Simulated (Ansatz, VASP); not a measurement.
Two plane-wave programs on Zr

Contents of INCAR:

```
  PREC = Accurate
  ENCUT = 500
  EDIFF = 1E-6
  ISMEAR = 0
  SIGMA = 0.1
  LREAL = False
  LASPH = True
  NELM = 120
  ALGO = Normal
  ISIF = 2
  LWAVE = False
  LCHARG = False
  GGA = B5
  ALDAX = 1.0
  AGGAX = 1.0
  AGGAC = 1.0
  ALDAC = 0.0
  NBANDS = 12
  GGA_COMPAT = False
```

Contents of KPOINTS:

```
Automatic mesh
0
Gamma
  10 10 10
```

The input POSCAR:

```
Zr
1.0
    0.0000000000      2.2646202716      2.2646202716
    2.2646202716      0.0000000000      2.2646202716
    2.2646202716      2.2646202716      0.0000000000
Zr
1
Direct
    0.0000000000      0.0000000000      0.0000000000
```

Input for Ansatz:

```yaml
crystal:
  lattice:
    - [0.0, 2.2646202716, 2.2646202716]
    - [2.2646202716, 0.0, 2.2646202716]
    - [2.2646202716, 2.2646202716, 0.0]
  atoms:
    - { symbol: Zr, position: [0.0, 0.0, 0.0] }
basis:
  ecutwfc: "21 Ha"
kpoints:
  mp_grid: { grid: [10, 10, 10] }
hamiltonian:
  xc: blyp
scf:
  occupations: { method: gaussian, width: 0.1 }
  algorithm: direct_min
  max_iter: 89
output:
  forces: true
  stress: true
  eigenvalues: true
```

Alike in both runs: task single point; functional BLYP; k mesh 10 × 10 × 10; occupations gaussian, width 0.1 eV; no spin polarisation.

|  | VASP | Ansatz |
| --- | --- | --- |
| version | VASP 6.6.1 | Ansatz 0.2.0 |
| potentials or method | VASP PAW PBE potentials, release 64 (Zr_sv), cutoff 500 eV | scalar-relativistic, plane waves, PAW |
| valence electrons in the cell | 12 | 12 |

Ansatz gave:

```
gap on the k mesh at the Fermi level (eV) : none
pressure (GPa)                            : 3.0
```

Which values does VASP return?

gap on the k mesh at the Fermi level (eV): none; pressure (GPa): 3.2.

VASP's potentials were made for PBE, not for BLYP. A gap of «none» marks a metal or a gap that the smearing closes.
